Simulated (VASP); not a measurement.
# HPt3 in VASP: a series of runs

HPt3 is run at these levels: PBE; tasks: single point, relaxation of the atoms.

Everything below comes from runs of VASP 6.6.1. Logs are shortened: lines on timing, memory, paths and dates and some standing lists are left out, and cuts for length are marked.

**1. The cell of the first run**

The cell holds a slab with vacuum, 4 atoms: a = 2.807 Å, b = 2.807 Å, c = 19.351 Å, α = 90.00°, β = 90.00°, γ = 90.00°.

**2. Single point, PBE**

INCAR

```
PREC     = Accurate       # precision mode
ENCUT    = 520            # plane-wave cutoff, eV
EDIFF    = 1E-6           # SCF threshold, eV
ISMEAR   = 0              # smearing method
SIGMA    = 0.1            # smearing width, eV
LREAL    = F              # projectors in reciprocal space
LASPH    = T              # aspherical terms in the spheres
NELM     = 80             # most SCF steps
ALGO     = Normal         # electronic algorithm
ISIF     = 2              # what is computed and relaxed
LWAVE    = F              # write WAVECAR
LCHARG   = F              # write CHGCAR
LDIPOL   = T            
IDIPOL   = 3            
DIPOL    = 0.5 0.5 0.344
GGA      = PE             # functional
NBANDS   = 24             # bands
```

KPOINTS

```
regular mesh
0
Gamma
  9 9 1
```

POSCAR

```
HPt3
1.0
    2.8071640668      0.0000000000      0.0000000000
    0.0000000000      2.8071640668      0.0000000000
    0.0000000000      0.0000000000     19.3513900635
Pt H
3 1
Direct
    0.5000000000      0.5000000000      0.2067034971
    0.0000000000      0.0000000000      0.3062505493
    0.5000000000      0.5000000000      0.4057274458
    0.8333333333      0.8333333333      0.4563110232
```

Potentials or basis: VASP PAW PBE potentials, release 64 (Pt, H).

On the command line:

```sh
$ cat potpaw_PBE.64/Pt/POTCAR potpaw_PBE.64/H/POTCAR > POTCAR
$ mpirun -np 1 vasp_std > vasp.out
```

OUTCAR:

```text
PREC = Accurate
   ENCUT = 520
   EDIFF = 1E-6
   ISMEAR = 0
   LREAL = F
   LASPH = T
   NELM = 80
   ISIF = 2
   GGA = PE

 ion  position               nearest neighbor table
   1  0.500  0.500  0.207-   2 2.77   2 2.77   2 2.77   2 2.77
   2  0.000  0.000  0.306-   3 2.77   3 2.77   3 2.77   3 2.77   1 2.77   1 2.77   1 2.77   1 2.77

   3  0.500  0.500  0.406-   4 1.65   2 2.77   2 2.77   2 2.77   2 2.77
   4  0.833  0.833  0.456-   3 1.65

  LATTYP: Found a simple tetragonal cell.
 ALAT       =     2.8071640668
 C/A-ratio  =     6.8935728739

  Lattice vectors:

 A1 = (   2.8071640668,   0.0000000000,   0.0000000000)
 A2 = (   0.0000000000,   2.8071640668,   0.0000000000)
 A3 = (   0.0000000000,   0.0000000000,  19.3513900635)

Analysis of symmetry for initial positions (statically):
=====================================================================
 Subroutine PRICEL returns:
 Original cell was already a primitive cell.

 Routine SETGRP: Setting up the symmetry group for a
 simple tetragonal supercell.

 Subroutine GETGRP returns: Found  2 space group operations
 (whereof  2 operations were pure point group operations)
 out of a pool of 16 trial point group operations.

The static configuration has the point symmetry C_1h.

Analysis of symmetry for dynamics (positions and initial velocities):
=====================================================================
 Subroutine PRICEL returns:
 Original cell was already a primitive cell.

 Routine SETGRP: Setting up the symmetry group for a
 simple tetragonal supercell.

 Subroutine GETGRP returns: Found  2 space group operations
 (whereof  2 operations were pure point group operations)
 out of a pool of 16 trial point group operations.

The dynamic configuration has the point symmetry C_1h.

 Subroutine INISYM returns: Found  2 space group operations
 (whereof  2 operations are pure point group operations),
 and found     1 'primitive' translations

----------------------------------------------------------------------------------------

                                     Primitive cell

  volume of cell :     152.4922

  direct lattice vectors                    reciprocal lattice vectors
     2.807164067  0.000000000  0.000000000     0.356231405  0.000000000  0.000000000
     0.000000000  2.807164067  0.000000000     0.000000000  0.356231405  0.000000000
     0.000000000  0.000000000 19.351390063     0.000000000  0.000000000  0.051675874

  length of vectors
     2.807164067  2.807164067 19.351390063     0.356231405  0.356231405  0.051675874

  position of ions in fractional coordinates (direct lattice)
     0.500000000  0.500000000  0.206703497
     0.000000000  0.000000000  0.306250549
     0.500000000  0.500000000  0.405727446
     0.833333333  0.833333333  0.456311023

  ion indices of the primitive-cell ions
   primitive index   ion index
                 1           1
                 2           2
                 3           3
                 4           4

----------------------------------------------------------------------------------------

 KPOINTS: regular mesh

Automatic generation of k-mesh.
 Grid dimensions read from file:
 generate k-points for:    9    9    1

 Generating k-lattice:

  Cartesian coordinates                     Fractional coordinates (reciprocal lattice)
     0.039581267  0.000000000  0.000000000     0.111111111  0.000000000  0.000000000
     0.000000000  0.039581267  0.000000000     0.000000000  0.111111111  0.000000000
     0.000000000  0.000000000  0.051675874     0.000000000  0.000000000  1.000000000

  Length of vectors
     0.039581267  0.039581267  0.051675874

  Shift w.r.t. Gamma in fractional coordinates (k-lattice)
     0.000000000  0.000000000  0.000000000

 Subroutine IBZKPT returns following result:
 ===========================================

 Found     25 irreducible k-points:

 Following reciprocal coordinates:
            Coordinates               Weight
  0.000000  0.000000  0.000000      1.000000
  0.111111  0.000000  0.000000      4.000000
  0.222222  0.000000  0.000000      4.000000
  0.333333  0.000000  0.000000      4.000000
  0.444444  0.000000  0.000000      4.000000
  0.111111  0.111111  0.000000      2.000000
[... 16 lines left out ...]
 -0.333333  0.444444  0.000000      4.000000
  0.444444  0.444444  0.000000      2.000000
   k-points           NKPTS =     25   k-points in BZ     NKDIM =     25   number of bands    NBANDS=     24
   number of dos      NEDOS =    301   number of ions     NIONS =      4
   total plane-waves  NPLWV =  82944
   dimension x,y,z NGX =    24 NGY =   24 NGZ =  144
   dimension x,y,z NGXF=    48 NGYF=   48 NGZF=  288
   ions per type =               3   1
   NGX,Y,Z   is equivalent  to a cutoff of  14.21, 14.21, 12.37 a.u.
   NGXF,Y,Z  is equivalent  to a cutoff of  28.43, 28.43, 24.74 a.u.
 SYSTEM =  unknown system
   PREC   = accura    normal or accurate (medium, high low for compatibility)
   ISTART =      0    job   : 0-new  1-cont  2-samecut
   ICHARG =      2    charge: 1-file 2-atom 10-const
   ISPIN  =      1    spin polarized calculation?
   LNONCOLLINEAR =      F non collinear calculations
   LSORBIT =      F    spin-orbit coupling
   LASPH  =      T    aspherical Exc in radial PAW
   ENCUT  =  520.0 eV  38.22 Ry    6.18 a.u.   5.22  5.22 35.98*2*pi/ulx,y,z
   NELM   =     80;   NELMIN=  2; NELMDL= -5     # of ELM steps
   EDIFF  = 0.1E-05   stopping-criterion for ELM
   LREAL  =      F    real-space projection
   EDIFFG = 0.1E-04   stopping-criterion for IOM
   NSW    =      0    number of steps for IOM
   IBRION =     -1    ionic relax: 0-MD 1-quasi-New 2-CG
   NFREE  =      0    steps in history (QN), initial steepest desc. (CG)
   ISIF   =      2    stress and relaxation
   ISYM   =      2    0-nonsym 1-usesym 2-fastsym
   POTIM  = 0.5000    time-step for ionic-motion
   TEBEG  =    0.0;   TEEND  =   0.0 temperature during run
   PSTRESS=    0.0 pullay stress
   NELECT =      31.0000    total number of electrons
   NUPDOWN=      -1.0000    fix difference up-down
   EMIN   =  10.00;   EMAX   =-10.00  energy-range for DOS
   EFERMI =   0.00;   METHOD = LEGACY
   ISMEAR =     0;   SIGMA  =   0.10  broadening in eV -4-tet -1-fermi 0-gaus
   EFERMI_NEDOS =   21; number of points for ismear=-14 and -15
   IALGO  =     38    algorithm
   IMIX   =      4    mixing-type and parameters
     AMIX     =   0.40;   BMIX     =  1.00
     AMIX_MAG =   1.60;   BMIX_MAG =  1.00
  volume/ion in A,a.u.               =      38.12       257.27
  Fermi-wavevector in a.u.,A,eV,Ry     =   0.962601  1.819051 12.607158  0.926600
  Thomas-Fermi vector in A             =   2.092074
   LORBIT       =      0    0 simple, 1 ext, 2 COOP (PROOUT), +10 PAW based schemes
   GGA     = PE    functional components
   LHFCALC =     F    Hartree Fock is set to
   AEXX    =    0.0000 exact exchange contribution
   IVDW    =     0    specifies the selected vdW correction
   LEPSILON=     F    determine dielectric tensor
   LRPA    =     F    only Hartree local field effects (RPA)
 non-spin polarized calculation
 Gauss-broadening in eV      SIGMA  =   0.10
  energy-cutoff  :      520.00
  volume of cell :      152.49
 maximum number of plane-waves:      4159
 NGX is ok and might be reduce to    24
   NGX = 11   NGY = 11   NGZ = 71

 dipolmoment           0.000000      0.000000      0.016479 electrons x Angstroem

 number of electron      30.9999999 magnetization

 dipolmoment           0.000000      0.000000     -0.013037 electrons x Angstroem

 Free energy of the ion-electron system (eV)
  ---------------------------------------------------
  ext. energy  EPLUGINS =         0.00000000
  ---------------------------------------------------
  free energy    TOTEN  =       -20.25706885 eV

  energy without entropy =      -20.22494867  energy(sigma->0) =      -20.24100876

 E-fermi :  -0.4767     XC(G=0):  -5.1657

 val. band max:       -0.4777429313   @ k =   0.4444   0.2222   0.0000
 cond. band min:      -0.4614177851   @ k =   0.0000   0.0000   0.0000
 fundamental gap:      0.0163251462
 Fermi energy:        -0.4766903989

 k-point     1 :       0.0000    0.0000    0.0000
  band No.  band energies     occupation
      1      -9.8413      2.00000
      2      -8.0039      2.00000
      3      -6.6630      2.00000
      4      -6.4814      2.00000
      5      -5.2993      2.00000
      6      -4.2441      2.00000
[... 16 lines left out ...]
     23       7.5807      0.00000
     24       8.7681      0.00000

 k-point     2 :       0.1111    0.0000    0.0000
  band No.  band energies     occupation
      1      -9.5455      2.00000
      2      -7.7827      2.00000
      3      -6.4679      2.00000
      4      -6.2668      2.00000
      5      -5.1842      2.00000
      6      -4.3973      2.00000
[... 16 lines left out ...]
     23       7.7449      0.00000
     24       8.5502      0.00000

 k-point     3 :       0.2222    0.0000    0.0000
  band No.  band energies     occupation
      1      -8.7504      2.00000
      2      -7.3585      2.00000
      3      -6.1673      2.00000
      4      -5.5824      2.00000
      5      -5.0789      2.00000
      6      -4.3227      2.00000
[... 16 lines left out ...]
     23       7.0105      0.00000
     24       8.5503      0.00000
[... 514 lines left out ...]
 k-point    23 :      -0.3333    0.4444    0.0000
  band No.  band energies     occupation
      1      -7.1925      2.00000
      2      -6.2205      2.00000
      3      -6.0632      2.00000
      4      -5.9047      2.00000
      5      -5.2763      2.00000
      6      -4.5733      2.00000
[... 16 lines left out ...]
     23       9.4358      0.00000
     24       9.9506      0.00000

 k-point    24 :       0.4444    0.4444    0.0000
  band No.  band energies     occupation
      1      -7.4002      2.00000
      2      -6.5969      2.00000
      3      -6.1647      2.00000
      4      -6.1167      2.00000
      5      -5.4790      2.00000
      6      -4.4732      2.00000
[... 16 lines left out ...]
     23       8.6731      0.00000
     24       9.6982      0.00000

 [... further k-points ...]

------------------------ aborting loop because EDIFF is reached ----------------------------------------

 vacuum level on the upper side and lower side of the slab       (xc-potential included)        -0.285        -0.002

  FORCE on cell =-STRESS in cart. coord.  units (eV):
  Direction    XX          YY          ZZ          XY          YZ          ZX
  --------------------------------------------------------------------------------------
  -------------------------------------------------------------------------------------
  Total       -2.3678309     -2.3678309      1.3448082      0.4781628      0.0802298      0.0802303
  in kB      -24.8778884    -24.8778884     14.1293817      5.0238727      0.8429435      0.8429487
  external PRESSURE =     -11.8754651 kB  Pullay stress =       0.0000000 kB

 VOLUME and BASIS-vectors are now :
 -----------------------------------------------------------------------------
  energy-cutoff  :      520.00
  volume of cell :      152.49
      direct lattice vectors                 reciprocal lattice vectors
     2.807164067  0.000000000  0.000000000     0.356231405  0.000000000  0.000000000
     0.000000000  2.807164067  0.000000000     0.000000000  0.356231405  0.000000000
     0.000000000  0.000000000 19.351390063     0.000000000  0.000000000  0.051675874

 POSITION                                       TOTAL-FORCE (eV/Angst)
 -----------------------------------------------------------------------------------
      1.40358      1.40358      4.00000        -0.068626     -0.068626     -0.092796
      0.00000      0.00000      5.92637         0.054008      0.054008     -0.541598
      1.40358      1.40358      7.85139         0.096908      0.096908      0.639789
      2.33930      2.33930      8.83025        -0.082289     -0.082289     -0.005394
 -----------------------------------------------------------------------------------
    total drift:                                0.000075      0.000075      0.000064

  FREE ENERGIE OF THE ION-ELECTRON SYSTEM (eV)
  ---------------------------------------------------
  free  energy   TOTEN  =       -20.2570688533 eV

  energy  without entropy=      -20.2249486678  energy(sigma->0) =      -20.24100876

 vacuum level on the upper side and lower side of the slab         4.848         5.129
```

It took 3.6 min on 1 thread of Intel Xeon 8259CL, shared host; peak memory 0.31 GiB.

Results:

- Free energy: -20.2571 eV
- Largest force: 0.654 eV/Å
- Band gap on the k mesh: zero (an odd number of electrons rules out a gap without spin polarisation)

Forces in eV/Å, atoms in the order of the input:
```
Pt  -0.069 -0.069 -0.093
Pt   0.054  0.054 -0.542
Pt   0.097  0.097  0.640
H   -0.082 -0.082 -0.005
```

Caveat: spin-orbit coupling is left out, which moves the levels of the heavy elements.

**3. Single point, PBE**

INCAR

```
PREC     = Accurate       # precision mode
ENCUT    = 520            # plane-wave cutoff, eV
EDIFF    = 1E-6           # SCF threshold, eV
ISMEAR   = 0              # smearing method
SIGMA    = 0.1            # smearing width, eV
LREAL    = False          # projectors in reciprocal space
LASPH    = True           # aspherical terms in the spheres
NELM     = 60             # most SCF steps
ALGO     = Normal         # electronic algorithm
ISIF     = 2              # what is computed and relaxed
LWAVE    = False          # write WAVECAR
LCHARG   = True           # write CHGCAR
LDIPOL   = True         
IDIPOL   = 3            
DIPOL    = 0.5 0.5 0.350
GGA      = PE             # functional
LELF     = True           # ELF
LVHAR    = True         
LVACPOTAV= True         
NBANDS   = 24             # bands
```

KPOINTS

```
Automatic mesh
0
Gamma
  9 9 1
```

POSCAR, as its differences from that of step 2:

```diff
@@ -11,2 +11,2 @@
     0.5000000000      0.5000000000      0.4057274458
-    0.8333333333      0.8333333333      0.4563110232
+    0.6666666667      0.6666666667      0.4795276025
```

Potentials or basis: VASP PAW PBE potentials, release 64 (Pt, H).

On the command line:

```sh
$ cat potpaw_PBE.64/Pt/POTCAR potpaw_PBE.64/H/POTCAR > POTCAR
$ mpirun -np 1 vasp_std > vasp.out
```

It took 3.8 min on 1 thread of Intel Xeon 8259CL, shared host; peak memory 0.32 GiB.

The run converged. Its results:

* Free energy: -20.2762 eV
* Largest force: 0.544 eV/Å
* Band gap on the k mesh: zero (an odd number of electrons rules out a gap without spin polarisation)

Forces on the atoms (eV/Å):
```
Pt  -0.037 -0.037 -0.075
Pt   0.076  0.076 -0.511
Pt  -0.049 -0.049  0.539
H    0.010  0.010  0.046
```

Levels at points of the mesh, in eV from the Fermi level:
```
           k point  band 13  band 14  band 15  band 16  band 17  band 18  band 19  band 20
(0.00, 0.00, 0.00)    -1.35    -1.21    -0.49     0.03     0.06     0.08     1.41     4.84
```

Caveat: spin-orbit coupling is left out, which moves the levels of the heavy elements.

**4. Relaxation of the atoms, PBE**

INCAR

```
SYSTEM = HPt3
PREC     = Accurate       ! precision mode
ENCUT    = 520            ! plane-wave cutoff, eV
EDIFF    = 1E-6           ! SCF threshold, eV
ISMEAR   = 0              ! smearing method
SIGMA    = 0.1            ! smearing width, eV
LREAL    = .False.        ! projectors in reciprocal space
LASPH    = .True.         ! aspherical terms in the spheres
NELM     = 80             ! most SCF steps
ALGO     = Normal         ! electronic algorithm
ISIF     = 2              ! what is computed and relaxed
LWAVE    = .False.        ! write WAVECAR
LCHARG   = .False.        ! write CHGCAR
LDIPOL   = .True.       
IDIPOL   = 3            
DIPOL    = 0.5 0.5 0.349
GGA      = PE             ! functional
IBRION   = 2              ! ionic algorithm
NSW      = 36             ! ionic steps
EDIFFG   = -0.025         ! ionic threshold
```

KPOINTS

```
regular mesh
0
Gamma
  9 9 1
  0 0 0
```

POSCAR

```
HPt3
1.0
    2.8071640668      0.0000000000      0.0000000000
    0.0000000000      2.8071640668      0.0000000000
    0.0000000000      0.0000000000     19.3513900635
Pt H
3 1
Selective dynamics
Direct
    0.5000000000      0.5000000000      0.2067034971  F F F
    0.0000000000      0.0000000000      0.3062505493  F F F
    0.5000000000      0.5000000000      0.4057274458  F F F
    0.6666666667      0.6666666667      0.4789441758  F F T
```

On the command line:

```sh
$ cat potpaw_PBE.64/Pt/POTCAR potpaw_PBE.64/H/POTCAR > POTCAR
$ mpirun -np 1 vasp_std > vasp.out
```

Wall time 4.5 min (1 thread of AMD EPYC 7R13, shared host); peak memory 0.32 GiB.

Results (log left out):

| Quantity | Value |
| --- | --- |
| Free energy | -20.2763 eV |
| Energy gained by relaxing | 0.4 meV/atom |
| Ionic steps | 3 |
| Band gap on the k mesh | zero (an odd number of electrons rules out a gap without spin polarisation) |

Step by step:
| step | energy change (eV) | largest force on free atoms (eV/Å) | pressure (GPa) |
| --- | --- | --- | --- |
| 1 | 0.0000 | 0.2151 | -1.25 |
| 2 | -0.0014 | 0.0592 | -1.35 |
| 3 | -0.0015 | 0.0002 | -1.39 |

Final structure:
```
CELL_PARAMETERS angstrom
2.80716 0.00000 0.00000
0.00000 2.80716 0.00000
0.00000 0.00000 19.35139
ATOMIC_POSITIONS crystal
Pt 0.50000 0.50000 0.20670
Pt 0.00000 0.00000 0.30625
Pt 0.50000 0.50000 0.40573
H 0.66667 0.66667 0.47969
```

Levels at points of the mesh, in eV from the Fermi level:
```
           k point  band 14  band 15  band 16  band 17  band 18  band 19
(0.00, 0.00, 0.00)    -1.22    -0.49     0.03     0.06     0.08     1.41
```

Caveat: spin-orbit coupling is left out, which moves the levels of the heavy elements.

**5. Overview**

| task | cell | atoms held fixed (from 0) | atoms held along some axes (from 0) | gap on the mesh (eV) | largest force (eV/Å) |
| --- | --- | --- | --- | --- | --- |
| single point | as given, atomic positions A | - | - | none | 0.65 |
| single point | as given, atomic positions B | - | - | none | 0.54 |
| relaxation of the atoms | atoms relaxed, atomic positions C | [0, 1, 2] | atom 3 along a and b | none | - |

Alike in all rows: level PBE; potentials or basis VASP PAW PBE potentials, release 64 (Pt, H); no spin polarisation; k mesh 9 × 9 × 1; cutoff (eV) 520; smearing gaussian 0.1 eV.

Caveats: spin-orbit coupling is left out, which moves the levels of the heavy elements.

Total energies depend on the potentials used, so only differences within one code and one set of settings carry meaning.
